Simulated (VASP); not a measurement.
# BeTe6 (P-42m) in VASP: further runs

BeTe6 is run at these levels: PBE; tasks: relaxation of cell and atoms.

Program: VASP 6.6.1. These are calculated values, not measurements. Logs are shortened: lines on timing, memory, paths and dates and some standing lists are left out, and cuts for length are marked.

**1. The cell of the first run**

Symmetry: P-42m, No. 111, tetragonal system. The conventional cell has a = 7.502 Å, b = 7.502 Å, c = 4.521 Å, α = 90.00°, β = 90.00°, γ = 90.00°. Be (site symmetry -42m) has 4 Te at 2.46 Å within 3.2 Å. Te (site symmetry m) has 1 Be at 2.46 Å and 4 Te at 3.10 to 3.22 Å within 3.3 Å. Te (site symmetry 222) has 8 Te at 3.10 to 4.10 Å and 2 Be at 3.75 Å within 4.2 Å.

**2. Relaxation of cell and atoms, PBE**

Input file INCAR:

```
SYSTEM = BeTe6
PREC     = Accurate       ! precision mode
ENCUT    = 600            ! plane-wave cutoff, eV
EDIFF    = 1E-7           ! SCF threshold, eV
ISMEAR   = 0              ! smearing method
SIGMA    = 0.1            ! smearing width, eV
LREAL    = .FALSE.        ! projectors in reciprocal space
LASPH    = .TRUE.         ! aspherical terms in the spheres
NELM     = 80             ! most SCF steps
ALGO     = Normal         ! electronic algorithm
ISIF     = 3              ! what is computed and relaxed
LWAVE    = .FALSE.        ! write WAVECAR
LCHARG   = .FALSE.        ! write CHGCAR
GGA      = PE             ! functional
IBRION   = 2              ! ionic algorithm
NSW      = 80             ! ionic steps
EDIFFG   = -0.001         ! ionic threshold
```

Input file KPOINTS:

```
regular mesh
0
G
  4 4 8
  0 0 0
```

Input file POSCAR:

```
BeTe6
1.0
    7.5017349517      0.0000000000      0.0000000000
    0.0000000000      7.5017349517      0.0000000000
    0.0000000000      0.0000000000      4.5214936995
Be Te
1 6
Direct
    0.5000000000      0.5000000000      0.0000000000
    0.6865814679      0.6865814679      0.6767628765
    0.3134185321      0.3134185321      0.6767628765
    0.6865814679      0.3134185321      0.3232371235
    0.3134185321      0.6865814679      0.3232371235
    0.5000000000      0.0000000000      0.0000000000
    0.0000000000      0.5000000000      0.0000000000
```

Potentials or basis: VASP PAW PBE potentials, release 64 (Be, Te).

Started as:

```bash
$ cat potpaw_PBE.64/Be/POTCAR potpaw_PBE.64/Te/POTCAR > POTCAR
$ mpirun -np 1 vasp_std > vasp.out
```

OUTCAR:

```text
SYSTEM = BeTe6
   PREC = Accurate
   ENCUT = 600
   EDIFF = 1E-7
   ISMEAR = 0
   LREAL = .FALSE.
   LASPH = .TRUE.
   NELM = 80
   ISIF = 3
   GGA = PE
   IBRION = 2
   NSW = 80
   EDIFFG = -0.001

 ion  position               nearest neighbor table
   1  0.500  0.500  0.000-   2 2.46   3 2.46   4 2.46   5 2.46
   2  0.687  0.687  0.677-   1 2.46   6 3.10   7 3.10   4 3.22   5 3.22
   3  0.313  0.313  0.677-   1 2.46   6 3.10   7 3.10   4 3.22   5 3.22
   4  0.687  0.313  0.323-   1 2.46   6 3.10   7 3.10   2 3.22   3 3.22
   5  0.313  0.687  0.323-   1 2.46   6 3.10   7 3.10   2 3.22   3 3.22
   6  0.500  0.000  0.000-   2 3.10   3 3.10   4 3.10   5 3.10
   7  0.000  0.500  0.000-   2 3.10   3 3.10   4 3.10   5 3.10

  LATTYP: Found a simple tetragonal cell.
 ALAT       =     7.5017349517
 C/A-ratio  =     0.6027263998

  Lattice vectors:

 A1 = (   7.5017349517,   0.0000000000,   0.0000000000)
 A2 = (   0.0000000000,   7.5017349517,   0.0000000000)
 A3 = (   0.0000000000,   0.0000000000,   4.5214936995)

Analysis of symmetry for initial positions (statically):
=====================================================================
 Subroutine PRICEL returns:
 Original cell was already a primitive cell.

 Routine SETGRP: Setting up the symmetry group for a
 simple tetragonal supercell.

 Subroutine GETGRP returns: Found  8 space group operations
 (whereof  8 operations were pure point group operations)
 out of a pool of 16 trial point group operations.

The static configuration has the point symmetry D_2d.

Analysis of symmetry for dynamics (positions and initial velocities):
=====================================================================
 Subroutine PRICEL returns:
 Original cell was already a primitive cell.

 Routine SETGRP: Setting up the symmetry group for a
 simple tetragonal supercell.

 Subroutine GETGRP returns: Found  8 space group operations
 (whereof  8 operations were pure point group operations)
 out of a pool of 16 trial point group operations.

The dynamic configuration has the point symmetry D_2d.

 Subroutine INISYM returns: Found  8 space group operations
 (whereof  8 operations are pure point group operations),
 and found     1 'primitive' translations

----------------------------------------------------------------------------------------

                                     Primitive cell

  volume of cell :     254.4517

  direct lattice vectors                    reciprocal lattice vectors
     7.501734952  0.000000000  0.000000000     0.133302497  0.000000000  0.000000000
     0.000000000  7.501734952  0.000000000     0.000000000  0.133302497  0.000000000
     0.000000000  0.000000000  4.521493699     0.000000000  0.000000000  0.221165851

  length of vectors
     7.501734952  7.501734952  4.521493699     0.133302497  0.133302497  0.221165851

  position of ions in fractional coordinates (direct lattice)
     0.500000000  0.500000000  0.000000000
     0.686581468  0.686581468  0.676762876
     0.313418532  0.313418532  0.676762876
     0.686581468  0.313418532  0.323237124
     0.313418532  0.686581468  0.323237124
     0.500000000  0.000000000  0.000000000
     0.000000000  0.500000000  0.000000000

  ion indices of the primitive-cell ions
   primitive index   ion index
                 1           1
                 2           2
                 3           3
                 4           4
                 5           5
                 6           6
                 7           7

----------------------------------------------------------------------------------------

 KPOINTS: regular mesh

Automatic generation of k-mesh.
 Grid dimensions read from file:
 generate k-points for:    4    4    8

 Generating k-lattice:

  Cartesian coordinates                     Fractional coordinates (reciprocal lattice)
     0.033325624  0.000000000  0.000000000     0.250000000  0.000000000  0.000000000
     0.000000000  0.033325624  0.000000000     0.000000000  0.250000000  0.000000000
     0.000000000  0.000000000  0.027645731     0.000000000  0.000000000  0.125000000

  Length of vectors
     0.033325624  0.033325624  0.027645731

  Shift w.r.t. Gamma in fractional coordinates (k-lattice)
     0.000000000  0.000000000  0.000000000

 Subroutine IBZKPT returns following result:
 ===========================================

 Found     30 irreducible k-points:

 Following reciprocal coordinates:
            Coordinates               Weight
  0.000000  0.000000  0.000000      1.000000
  0.250000  0.000000  0.000000      4.000000
  0.500000  0.000000  0.000000      2.000000
  0.250000  0.250000  0.000000      4.000000
  0.500000  0.250000  0.000000      4.000000
  0.500000  0.500000  0.000000      1.000000
[... 16 lines left out ...]
  0.500000  0.250000  0.375000      8.000000
  0.500000  0.500000  0.375000      2.000000
 [... further k-points ...]
   k-points           NKPTS =     30   k-points in BZ     NKDIM =     30   number of bands    NBANDS=     23
   number of dos      NEDOS =    301   number of ions     NIONS =      7
   total plane-waves  NPLWV = 129600
   dimension x,y,z NGX =    60 NGY =   60 NGZ =   36
   dimension x,y,z NGXF=   120 NGYF=  120 NGZF=   72
   ions per type =               1   6
   NGX,Y,Z   is equivalent  to a cutoff of  13.30, 13.30, 13.24 a.u.
   NGXF,Y,Z  is equivalent  to a cutoff of  26.59, 26.59, 26.47 a.u.
 SYSTEM =  BeTe6
   PREC   = accura    normal or accurate (medium, high low for compatibility)
   ISTART =      0    job   : 0-new  1-cont  2-samecut
   ICHARG =      2    charge: 1-file 2-atom 10-const
   ISPIN  =      1    spin polarized calculation?
   LNONCOLLINEAR =      F non collinear calculations
   LSORBIT =      F    spin-orbit coupling
   LASPH  =      T    aspherical Exc in radial PAW
   ENCUT  =  600.0 eV  44.10 Ry    6.64 a.u.  14.98 14.98  9.03*2*pi/ulx,y,z
   NELM   =     80;   NELMIN=  2; NELMDL= -5     # of ELM steps
   EDIFF  = 0.1E-06   stopping-criterion for ELM
   LREAL  =      F    real-space projection
   EDIFFG = -.1E-02   stopping-criterion for IOM
   NSW    =     80    number of steps for IOM
   IBRION =      2    ionic relax: 0-MD 1-quasi-New 2-CG
   NFREE  =      1    steps in history (QN), initial steepest desc. (CG)
   ISIF   =      3    stress and relaxation
   ISYM   =      2    0-nonsym 1-usesym 2-fastsym
   POTIM  = 0.5000    time-step for ionic-motion
   TEBEG  =    0.0;   TEEND  =   0.0 temperature during run
   PSTRESS=    0.0 pullay stress
   NELECT =      38.0000    total number of electrons
   NUPDOWN=      -1.0000    fix difference up-down
   EMIN   =  10.00;   EMAX   =-10.00  energy-range for DOS
   EFERMI =   0.00;   METHOD = LEGACY
   ISMEAR =     0;   SIGMA  =   0.10  broadening in eV -4-tet -1-fermi 0-gaus
   EFERMI_NEDOS =   21; number of points for ismear=-14 and -15
   IALGO  =     38    algorithm
   IMIX   =      4    mixing-type and parameters
     AMIX     =   0.40;   BMIX     =  1.00
     AMIX_MAG =   1.60;   BMIX_MAG =  1.00
  volume/ion in A,a.u.               =      36.35       245.30
  Fermi-wavevector in a.u.,A,eV,Ry     =   0.868562  1.641345 10.264238  0.754400
  Thomas-Fermi vector in A             =   1.987258
   LORBIT       =      0    0 simple, 1 ext, 2 COOP (PROOUT), +10 PAW based schemes
   GGA     = PE    functional components
   LHFCALC =     F    Hartree Fock is set to
   AEXX    =    0.0000 exact exchange contribution
   IVDW    =     0    specifies the selected vdW correction
   LEPSILON=     F    determine dielectric tensor
   LRPA    =     F    only Hartree local field effects (RPA)
 conjugate gradient relaxation of ions
 non-spin polarized calculation
 Gauss-broadening in eV      SIGMA  =   0.10
  energy-cutoff  :      600.00
  volume of cell :      254.45
 maximum number of plane-waves:      8542
 NGX is ok and might be reduce to    60
   NGX = 29   NGY = 29   NGZ = 19

--------------------------------------- Ionic step        1  -------------------------------------------

 number of electron      38.0000001 magnetization

 Free energy of the ion-electron system (eV)
  ---------------------------------------------------
  ext. energy  EPLUGINS =         0.00000000
  ---------------------------------------------------
  free energy    TOTEN  =       -22.24728933 eV

  energy without entropy =      -22.23133977  energy(sigma->0) =      -22.23931455

------------------------ aborting loop because EDIFF is reached ----------------------------------------

  FORCE on cell =-STRESS in cart. coord.  units (eV):
  Direction    XX          YY          ZZ          XY          YZ          ZX
  --------------------------------------------------------------------------------------
  -------------------------------------------------------------------------------------
  Total        0.0290221      0.0290221      0.0027507      0.0000000      0.0000000      0.0000000
  in kB        0.1827402      0.1827402      0.0173203      0.0000000      0.0000000      0.0000000
  external PRESSURE =       0.1276003 kB  Pullay stress =       0.0000000 kB
[... 104 lines left out ...]
  FREE ENERGIE OF THE ION-ELECTRON SYSTEM (eV)
  ---------------------------------------------------
  free  energy   TOTEN  =       -22.2473223208 eV

  energy  without entropy=      -22.2313672323  energy(sigma->0) =      -22.23934478

[... ionic steps 4 to 10 ...]

--------------------------------------- Ionic step       11  -------------------------------------------

 number of electron      38.0000001 magnetization

------------------------ aborting loop because EDIFF is reached ----------------------------------------

  FORCE on cell =-STRESS in cart. coord.  units (eV):
  Direction    XX          YY          ZZ          XY          YZ          ZX
  --------------------------------------------------------------------------------------
  -------------------------------------------------------------------------------------
  Total        0.0089575      0.0089575      0.0001852      0.0000000      0.0000000      0.0000000
  in kB        0.0564594      0.0564594      0.0011674      0.0000000      0.0000000      0.0000000
  external PRESSURE =       0.0380287 kB  Pullay stress =       0.0000000 kB
[... 67 lines left out ...]
  energy  without entropy=      -22.2314949797  energy(sigma->0) =      -22.23943631

--------------------------------------- Ionic step       13  -------------------------------------------

 number of electron      38.0000001 magnetization

 Free energy of the ion-electron system (eV)
  ---------------------------------------------------
  ext. energy  EPLUGINS =         0.00000000
  ---------------------------------------------------
  free energy    TOTEN  =       -22.24737766 eV

  energy without entropy =      -22.23149875  energy(sigma->0) =      -22.23943820

 E-fermi :   4.0536     XC(G=0):  -8.0604

 val. band max:        4.0493804906   @ k =   0.2500   0.2500   0.5000
 cond. band min:       4.0878646167   @ k =   0.0000   0.0000   0.3750
 fundamental gap:      0.0384841261
 Fermi energy:         4.0535712025

 k-point     1 :       0.0000    0.0000    0.0000
  band No.  band energies     occupation
      1      -9.0708      2.00000
      2      -7.1707      2.00000
      3      -7.1707      2.00000
      4      -7.1153      2.00000
      5      -6.0871      2.00000
      6      -5.9141      2.00000
[... 613 lines left out ...]
     22       5.2806      0.00000
     23       6.0984      0.00000

 [... further k-points ...]

------------------------ aborting loop because EDIFF is reached ----------------------------------------

  FORCE on cell =-STRESS in cart. coord.  units (eV):
  Direction    XX          YY          ZZ          XY          YZ          ZX
  --------------------------------------------------------------------------------------
  -------------------------------------------------------------------------------------
  Total        0.0009340      0.0009340      0.0000112      0.0000000      0.0000000      0.0000000
  in kB        0.0058865      0.0058865      0.0000707      0.0000000      0.0000000      0.0000000
  external PRESSURE =       0.0039479 kB  Pullay stress =       0.0000000 kB
[... 22 lines left out ...]
  FREE ENERGIE OF THE ION-ELECTRON SYSTEM (eV)
  ---------------------------------------------------
  free  energy   TOTEN  =       -22.2473776577 eV

  energy  without entropy=      -22.2314987471  energy(sigma->0) =      -22.23943820

 reached required accuracy - stopping structural energy minimisation
```

Run time: 19 min. Hardware: 1 thread of Intel Xeon Platinum 8259CL at 2.50GHz (Skylake/Cascade Lake), shared host; peak memory 0.48 GiB.

What came out:

```yaml
Free_energy: -22.2474 eV
Relaxed_volume: 36.32 Å³/atom
Relaxed_cell: a = 7.502 Å, b = 7.502 Å, c = 4.517 Å, α = 90.00°, β = 90.00°, γ = 90.00°
Space_group_after_relaxing_to_0.1_Å: P-42m (No. 111)
Energy_gained_by_relaxing: 0.0 meV/atom
Ionic_steps: 13
Pressure_after_relaxing: 0.0 GPa
Band_gap_on_the_k_mesh: zero (bands 19 and 20 overlap by 0.56 eV)
```

Final structure:
```yaml
crystal:
  lattice:
    - [7.50237, 0.00000, 0.00000]
    - [0.00000, 7.50237, 0.00000]
    - [0.00000, 0.00000, 4.51655]
  atoms:
    - { symbol: Be, position: [0.50000, 0.50000, 0.00000] }
    - { symbol: Te, position: [0.68673, 0.68673, 0.67623] }
    - { symbol: Te, position: [0.31327, 0.31327, 0.67623] }
    - { symbol: Te, position: [0.68673, 0.31327, 0.32377] }
    - { symbol: Te, position: [0.31327, 0.68673, 0.32377] }
    - { symbol: Te, position: [0.50000, 0.00000, 0.00000] }
    - { symbol: Te, position: [0.00000, 0.50000, 0.00000] }
```

Levels at points of the mesh, in eV from the Fermi level:
```
           k point  band 17  band 18  band 19  band 20  band 21  band 22
(0.00, 0.00, 0.00)    -1.69    -1.30    -0.12    -0.12     0.83     2.09
(0.50, 0.00, 0.00)    -1.50    -0.30    -0.17     0.42     0.73     1.16
(0.50, 0.50, 0.00)    -0.57    -0.57     0.13     0.96     0.96     1.43
(0.00, 0.00, 0.50)    -0.60     0.25     0.40     0.40     0.47     1.07
(0.50, 0.00, 0.50)    -1.37    -0.57    -0.24     0.37     0.42     1.61
(0.50, 0.50, 0.50)    -1.57    -1.57    -1.04     0.46     1.16     1.16
```

Caveat: semilocal functionals underestimate gaps, and a narrow one can read as zero; spin-orbit coupling is left out, which moves the levels of the heavy elements.

**3. Relaxation of cell and atoms, PBE**

This run uses another cell than the first one, of 37.16 Å³/atom.

Input file INCAR:

```
SYSTEM = BeTe6
ALGO = Normal
EDIFF = 1E-7
EDIFFG = -0.01
ENCUT = 600
GGA = PE
IBRION = 2
ISIF = 3
ISMEAR = 0
LASPH = .True.
LCHARG = .False.
LREAL = .False.
LWAVE = .False.
NELM = 60
NSW = 100
PREC = Accurate
SIGMA = 0.1
```

Input file KPOINTS:

```
k-points
0
Gamma
  4 4 8
  0 0 0
```

Input file POSCAR:

```
BeTe6
1.0
    7.4586216009      0.0000000000      0.0000000000
    0.0000000000      7.4586216009      0.0000000000
    0.0000000000      0.0000000000      4.6754335316
Be Te
1 6
Direct
    0.5000000000      0.5000000000      0.0000000000
    0.6835738034      0.6835738034      0.6762663986
    0.3164261966      0.3164261966      0.6762663986
    0.6835738034      0.3164261966      0.3237336014
    0.3164261966      0.6835738034      0.3237336014
    0.5000000000      0.0000000000      0.0000000000
    0.0000000000      0.5000000000      0.0000000000
```

Potentials or basis: VASP PAW PBE potentials, release 64 (Be, Te).

Started as:

```bash
$ cat potpaw_PBE.64/Be/POTCAR potpaw_PBE.64/Te/POTCAR > POTCAR
$ mpirun -np 1 vasp_std > vasp.out
```

Run time: 25 min. Hardware: 1 thread of Intel Xeon Platinum 8259CL at 2.50GHz (Skylake/Cascade Lake), shared host; peak memory 0.51 GiB.

Results (log left out):

- Free energy: -22.2475 eV
- Relaxed volume: 36.29 Å³/atom
- Relaxed cell: a = 7.499 Å, b = 7.499 Å, c = 4.518 Å, α = 90.00°, β = 90.00°, γ = 90.00°
- Space group after relaxing (to 0.1 Å): P-42m (No. 111)
- Energy gained by relaxing: 3.4 meV/atom
- Ionic steps: 9
- Pressure after relaxing: 0.0 GPa
- Largest force after relaxing: 0.006 eV/Å
- Band gap on the k mesh: zero (bands 19 and 20 overlap by 0.56 eV)

Forces on the atoms (eV/Å):
```
Be   0.000  0.000  0.000
Te  -0.004 -0.004  0.003
Te   0.004  0.004  0.003
Te  -0.004  0.004 -0.003
Te   0.004 -0.004 -0.003
Te   0.000  0.000  0.000
Te   0.000  0.000  0.000
```

The path:
| step | energy change (eV) | largest force (eV/Å) | pressure (GPa) | volume (Å³) |
| --- | --- | --- | --- | --- |
| 1 | 0.0000 | 0.1090 | -0.13 | 260.10 |
| 2 | -0.0072 | 0.0976 | -0.07 | 258.93 |
| 3 | -0.0204 | 0.0776 | 0.13 | 255.38 |
| 4 | -0.0022 | 0.1223 | 0.59 | 248.17 |
| 5 | -0.0220 | 0.0770 | 0.22 | 253.89 |
| 6 | -0.0208 | 0.0576 | -0.35 | 256.30 |
| 7 | -0.0235 | 0.0234 | -0.03 | 254.91 |
| 8 | -0.0237 | 0.0146 | -0.02 | 254.64 |
| 9 | -0.0238 | 0.0064 | 0.01 | 254.04 |

Final structure:
```
Be Te
1.0
     7.49869    0.00000    0.00000
     0.00000    7.49869    0.00000
     0.00000    0.00000    4.51790
Be Te
1 6
Cartesian
  3.7493 3.7493 0.0000
  5.1507 5.1507 3.0547
  2.3480 2.3480 3.0547
  5.1507 2.3480 1.4632
  2.3480 5.1507 1.4632
  3.7493 0.0000 0.0000
  0.0000 3.7493 0.0000
```

Levels at points of the mesh, in eV from the Fermi level:
```tsv
k point	band 17	band 18	band 19	band 20	band 21	band 22
(0.00, 0.00, 0.00)	-1.69	-1.31	-0.12	-0.12	0.83	2.10
(0.50, 0.00, 0.00)	-1.50	-0.30	-0.17	0.42	0.73	1.16
(0.50, 0.50, 0.00)	-0.57	-0.57	0.13	0.95	0.95	1.43
(0.00, 0.00, 0.50)	-0.60	0.25	0.40	0.40	0.47	1.07
(0.50, 0.00, 0.50)	-1.37	-0.57	-0.24	0.37	0.42	1.61
(0.50, 0.50, 0.50)	-1.57	-1.57	-1.04	0.46	1.16	1.16
```

Caveat: semilocal functionals underestimate gaps, and a narrow one can read as zero; spin-orbit coupling is left out, which moves the levels of the heavy elements.

The gap in the log of VASP goes by the Fermi energy; the results here count the filled bands.